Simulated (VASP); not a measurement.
# TeO4 (P4mm) in VASP: single point with PBE

Aim: the single point of TeO4 with PBE.

Everything below comes from runs of VASP 6.6.1. Logs are shortened: lines on timing, memory, paths and dates and some standing lists are left out, and cuts for length are marked.

## Step 1: The cell of the first run

Symmetry: P4mm, No. 99, tetragonal system. The conventional cell has a = 4.445 Å, b = 4.445 Å, c = 3.909 Å, α = 90.00°, β = 90.00°, γ = 90.00°. Within 2.7 Å of Te (site symmetry 4mm) lie 4 O at 2.00 Å. O (site symmetry m) has 1 Te at 2.00 Å and 4 O at 2.07 to 2.38 Å within 2.7 Å.

The cell was generated, and may not be a known phase.

## Step 2: Single point, PBE

The input, INCAR:

```
PREC     = Accurate       # precision mode
ENCUT    = 600            # plane-wave cutoff, eV
EDIFF    = 1E-6           # SCF threshold, eV
ISMEAR   = 0              # smearing method
SIGMA    = 0.2            # smearing width, eV
LREAL    = F              # projectors in reciprocal space
LASPH    = T              # aspherical terms in the spheres
NELM     = 120            # most SCF steps
ALGO     = Normal         # electronic algorithm
ISIF     = 2              # what is computed and relaxed
LWAVE    = F              # write WAVECAR
LCHARG   = F              # write CHGCAR
GGA      = PE             # functional
NBANDS   = 23             # bands
GGA_COMPAT= F
```

The input, KPOINTS:

```
regular mesh
0
Gamma
  4 4 3
```

The input, POSCAR:

```
TeO4
1.0
    4.4452529353      0.0000000000      0.0000000000
    0.0000000000      4.4452529353      0.0000000000
    0.0000000000      0.0000000000      3.9094157713
Te O
1 4
Direct
    0.0000000000      0.0000000000      1.0122991145
    0.2671652923      0.2671652923      0.7322420689
    0.7328347077      0.7328347077      0.7322420689
    0.7328347077      0.2671652923      0.7322420689
    0.2671652923      0.7328347077      0.7322420689
```

Potentials or basis: VASP PAW PBE potentials, release 64 (Te, O).

The run is started by

```
> cat potpaw_PBE.64/Te/POTCAR potpaw_PBE.64/O/POTCAR > POTCAR
> mpirun -np 1 vasp_std > vasp.out
```

OUTCAR:

```text
PREC = Accurate
   ENCUT = 600
   EDIFF = 1E-6
   ISMEAR = 0
   LREAL = F
   LASPH = T
   NELM = 120
   ISIF = 2
   GGA = PE

 ion  position               nearest neighbor table
   1  0.000  0.000  0.012-   2 2.00   3 2.00   4 2.00   5 2.00
   2  0.267  0.267  0.732-   1 2.00
   3  0.733  0.733  0.732-   1 2.00
   4  0.733  0.267  0.732-   1 2.00
   5  0.267  0.733  0.732-   1 2.00

  LATTYP: Found a simple tetragonal cell.
 ALAT       =     4.4452529353
 C/A-ratio  =     0.8794585658

  Lattice vectors:

 A1 = (   4.4452529353,   0.0000000000,   0.0000000000)
 A2 = (   0.0000000000,   4.4452529353,   0.0000000000)
 A3 = (   0.0000000000,   0.0000000000,   3.9094157713)

Analysis of symmetry for initial positions (statically):
=====================================================================
 Subroutine PRICEL returns:
 Original cell was already a primitive cell.

 Routine SETGRP: Setting up the symmetry group for a
 simple tetragonal supercell.

 Subroutine GETGRP returns: Found  8 space group operations
 (whereof  8 operations were pure point group operations)
 out of a pool of 16 trial point group operations.

The static configuration has the point symmetry C_4v.

Analysis of symmetry for dynamics (positions and initial velocities):
=====================================================================
 Subroutine PRICEL returns:
 Original cell was already a primitive cell.

 Routine SETGRP: Setting up the symmetry group for a
 simple tetragonal supercell.

 Subroutine GETGRP returns: Found  8 space group operations
 (whereof  8 operations were pure point group operations)
 out of a pool of 16 trial point group operations.

The dynamic configuration has the point symmetry C_4v.

 Subroutine INISYM returns: Found  8 space group operations
 (whereof  8 operations are pure point group operations),
 and found     1 'primitive' translations

----------------------------------------------------------------------------------------

                                     Primitive cell

  volume of cell :      77.2511

  direct lattice vectors                    reciprocal lattice vectors
     4.445252935  0.000000000  0.000000000     0.224959078  0.000000000  0.000000000
     0.000000000  4.445252935  0.000000000     0.000000000  0.224959078  0.000000000
     0.000000000  0.000000000  3.909415771     0.000000000  0.000000000  0.255792696

  length of vectors
     4.445252935  4.445252935  3.909415771     0.224959078  0.224959078  0.255792696

  position of ions in fractional coordinates (direct lattice)
     0.000000000  0.000000000  0.012299115
     0.267165292  0.267165292  0.732242069
     0.732834708  0.732834708  0.732242069
     0.732834708  0.267165292  0.732242069
     0.267165292  0.732834708  0.732242069

  ion indices of the primitive-cell ions
   primitive index   ion index
                 1           1
                 2           2
                 3           3
                 4           4
                 5           5

----------------------------------------------------------------------------------------

 KPOINTS: regular mesh

Automatic generation of k-mesh.
 Grid dimensions read from file:
 generate k-points for:    4    4    3

 Generating k-lattice:

  Cartesian coordinates                     Fractional coordinates (reciprocal lattice)
     0.056239769  0.000000000  0.000000000     0.250000000  0.000000000  0.000000000
     0.000000000  0.056239769  0.000000000     0.000000000  0.250000000  0.000000000
     0.000000000  0.000000000  0.085264232     0.000000000  0.000000000  0.333333333

  Length of vectors
     0.056239769  0.056239769  0.085264232

  Shift w.r.t. Gamma in fractional coordinates (k-lattice)
     0.000000000  0.000000000  0.000000000

 Subroutine IBZKPT returns following result:
 ===========================================

 Found     12 irreducible k-points:

 Following reciprocal coordinates:
            Coordinates               Weight
  0.000000  0.000000  0.000000      1.000000
  0.250000  0.000000  0.000000      4.000000
  0.500000  0.000000  0.000000      2.000000
  0.250000  0.250000  0.000000      4.000000
  0.500000  0.250000  0.000000      4.000000
  0.500000  0.500000  0.000000      1.000000
  0.000000  0.000000  0.333333      2.000000
  0.250000  0.000000  0.333333      8.000000
  0.500000  0.000000  0.333333      4.000000
  0.250000  0.250000  0.333333      8.000000
  0.500000  0.250000  0.333333      8.000000
  0.500000  0.500000  0.333333      2.000000
   k-points           NKPTS =     12   k-points in BZ     NKDIM =     12   number of bands    NBANDS=     23
   number of dos      NEDOS =    301   number of ions     NIONS =      5
   total plane-waves  NPLWV =  41472
   dimension x,y,z NGX =    36 NGY =   36 NGZ =   32
   dimension x,y,z NGXF=    72 NGYF=   72 NGZF=   64
   ions per type =               1   4
   NGX,Y,Z   is equivalent  to a cutoff of  13.46, 13.46, 13.61 a.u.
   NGXF,Y,Z  is equivalent  to a cutoff of  26.93, 26.93, 27.22 a.u.
 SYSTEM =  unknown system
   PREC   = accura    normal or accurate (medium, high low for compatibility)
   ISTART =      0    job   : 0-new  1-cont  2-samecut
   ICHARG =      2    charge: 1-file 2-atom 10-const
   ISPIN  =      1    spin polarized calculation?
   LNONCOLLINEAR =      F non collinear calculations
   LSORBIT =      F    spin-orbit coupling
   LASPH  =      T    aspherical Exc in radial PAW
   ENCUT  =  600.0 eV  44.10 Ry    6.64 a.u.   8.88  8.88  7.81*2*pi/ulx,y,z
   NELM   =    120;   NELMIN=  2; NELMDL= -5     # of ELM steps
   EDIFF  = 0.1E-05   stopping-criterion for ELM
   LREAL  =      F    real-space projection
   EDIFFG = 0.1E-04   stopping-criterion for IOM
   NSW    =      0    number of steps for IOM
   IBRION =     -1    ionic relax: 0-MD 1-quasi-New 2-CG
   NFREE  =      0    steps in history (QN), initial steepest desc. (CG)
   ISIF   =      2    stress and relaxation
   ISYM   =      2    0-nonsym 1-usesym 2-fastsym
   POTIM  = 0.5000    time-step for ionic-motion
   TEBEG  =    0.0;   TEEND  =   0.0 temperature during run
   PSTRESS=    0.0 pullay stress
   NELECT =      30.0000    total number of electrons
   NUPDOWN=      -1.0000    fix difference up-down
   EMIN   =  10.00;   EMAX   =-10.00  energy-range for DOS
   EFERMI =   0.00;   METHOD = LEGACY
   ISMEAR =     0;   SIGMA  =   0.20  broadening in eV -4-tet -1-fermi 0-gaus
   EFERMI_NEDOS =   21; number of points for ismear=-14 and -15
   IALGO  =     38    algorithm
   IMIX   =      4    mixing-type and parameters
     AMIX     =   0.40;   BMIX     =  1.00
     AMIX_MAG =   1.60;   BMIX_MAG =  1.00
  volume/ion in A,a.u.               =      15.45       104.26
  Fermi-wavevector in a.u.,A,eV,Ry     =   1.194392  2.257074 19.409702  1.426573
  Thomas-Fermi vector in A             =   2.330383
   LORBIT       =      0    0 simple, 1 ext, 2 COOP (PROOUT), +10 PAW based schemes
   GGA     = PE    functional components
   LHFCALC =     F    Hartree Fock is set to
   AEXX    =    0.0000 exact exchange contribution
   IVDW    =     0    specifies the selected vdW correction
   LEPSILON=     F    determine dielectric tensor
   LRPA    =     F    only Hartree local field effects (RPA)
 non-spin polarized calculation
 Gauss-broadening in eV      SIGMA  =   0.20
  energy-cutoff  :      600.00
  volume of cell :       77.25
 maximum number of plane-waves:      2604
 NGX is ok and might be reduce to    36
   NGX = 17   NGY = 17   NGZ = 15

 number of electron      29.9999991 magnetization

 Free energy of the ion-electron system (eV)
  ---------------------------------------------------
  ext. energy  EPLUGINS =         0.00000000
  ---------------------------------------------------
  free energy    TOTEN  =       -20.89675185 eV

  energy without entropy =      -20.81661388  energy(sigma->0) =      -20.85668287

 E-fermi :   1.8652     XC(G=0):  -9.0686

 val. band max:        1.8300226719   @ k =   0.5000   0.2500   0.3333
 cond. band min:       1.9212986879   @ k =   0.2500   0.2500   0.0000
 fundamental gap:      0.0912760160
 Fermi energy:         1.8652038410

 k-point     1 :       0.0000    0.0000    0.0000
  band No.  band energies     occupation
      1     -18.2040      2.00000
      2     -15.5112      2.00000
      3     -15.5112      2.00000
      4     -13.5559      2.00000
      5      -8.6587      2.00000
      6      -3.4800      2.00000
[... 15 lines left out ...]
     22      11.5140      0.00000
     23      12.2908      0.00000

 k-point     2 :       0.2500    0.0000    0.0000
  band No.  band energies     occupation
      1     -17.9424      2.00000
      2     -16.0121      2.00000
      3     -15.2807      2.00000
      4     -13.9174      2.00000
      5      -8.1773      2.00000
      6      -3.7363      2.00000
[... 15 lines left out ...]
     22      12.3275      0.00000
     23      12.6131      0.00000

 k-point     3 :       0.5000    0.0000    0.0000
  band No.  band energies     occupation
      1     -17.4609      2.00000
      2     -16.7069      2.00000
      3     -14.6954      2.00000
      4     -14.6265      2.00000
      5      -7.6707      2.00000
      6      -4.2347      2.00000
[... 15 lines left out ...]
     22      12.6650      0.00000
     23      13.0678      0.00000
[... 183 lines left out ...]
 k-point    11 :       0.5000    0.2500    0.3333
  band No.  band energies     occupation
      1     -17.1263      2.00000
      2     -16.4272      2.00000
      3     -15.1351      2.00000
      4     -14.9978      2.00000
      5      -7.5134      2.00000
      6      -3.5879      2.00000
[... 15 lines left out ...]
     22      12.4936      0.00000
     23      14.3684      0.00000

 k-point    12 :       0.5000    0.5000    0.3333
  band No.  band energies     occupation
      1     -16.7076      2.00000
      2     -15.8009      2.00000
      3     -15.7588      2.00000
      4     -15.7588      2.00000
      5      -7.1121      2.00000
      6      -2.5026      2.00000
[... 15 lines left out ...]
     22      14.3678      0.00000
     23      14.3678      0.00000

------------------------ aborting loop because EDIFF is reached ----------------------------------------

  FORCE on cell =-STRESS in cart. coord.  units (eV):
  Direction    XX          YY          ZZ          XY          YZ          ZX
  --------------------------------------------------------------------------------------
  -------------------------------------------------------------------------------------
  Total        0.0240377      0.0240377      0.0075882      0.0000000      0.0000000      0.0000000
  in kB        0.4985376      0.4985376      0.1573788      0.0000000      0.0000000      0.0000000
  external PRESSURE =       0.3848180 kB  Pullay stress =       0.0000000 kB

 VOLUME and BASIS-vectors are now :
 -----------------------------------------------------------------------------
  energy-cutoff  :      600.00
  volume of cell :       77.25
      direct lattice vectors                 reciprocal lattice vectors
     4.445252935  0.000000000  0.000000000     0.224959078  0.000000000  0.000000000
     0.000000000  4.445252935  0.000000000     0.000000000  0.224959078  0.000000000
     0.000000000  0.000000000  3.909415771     0.000000000  0.000000000  0.255792696

 POSITION                                       TOTAL-FORCE (eV/Angst)
 -----------------------------------------------------------------------------------
      0.00000      0.00000      0.04808         0.000000      0.000000      0.080859
      1.18762      1.18762      2.86264         0.005073      0.005073     -0.020215
      3.25764      3.25764      2.86264        -0.005073     -0.005073     -0.020215
      3.25764      1.18762      2.86264        -0.005073      0.005073     -0.020215
      1.18762      3.25764      2.86264         0.005073     -0.005073     -0.020215
 -----------------------------------------------------------------------------------
    total drift:                               -0.000000     -0.000000     -0.002069

  FREE ENERGIE OF THE ION-ELECTRON SYSTEM (eV)
  ---------------------------------------------------
  free  energy   TOTEN  =       -20.8967518532 eV

  energy  without entropy=      -20.8166138820  energy(sigma->0) =      -20.85668287
```

Wall time 31 s (1 thread of Intel Xeon 8259CL, shared host); peak memory 0.2 GiB.

Results:

* Free energy: -20.8968 eV
* Pressure: 0.0 GPa
* Largest force: 0.081 eV/Å
* Band gap on the k mesh: zero (bands 15 and 16 overlap by 2.31 eV)

Forces in eV/Å, atoms in the order of the input:
```
Te   0.000  0.000  0.081
O    0.005  0.005 -0.020
O   -0.005 -0.005 -0.020
O   -0.005  0.005 -0.020
O    0.005 -0.005 -0.020
```

Levels at points of the mesh, in eV from the Fermi level:
```
           k point  band 11  band 12  band 13  band 14  band 15  band 16  band 17  band 18  band 19  band 20
(0.00, 0.00, 0.00)    -2.17    -2.17    -0.80     0.67     0.67     1.14     1.64     4.12     4.12     5.27
(0.50, 0.00, 0.00)    -2.42    -2.31    -2.15    -1.20    -0.82     0.98     1.11     2.71     4.69     6.29
(0.50, 0.50, 0.00)    -2.20    -2.10    -2.04    -1.75    -1.63    -1.63    -1.10     3.52     3.52     7.12
```

Caveat: the k points lie up to 0.54 Å⁻¹ apart, too coarse for converged energies and pressures of a metal; spin-orbit coupling is left out, which moves the levels of the heavy elements.

The gap in the log of VASP goes by the Fermi energy; the results here count the filled bands.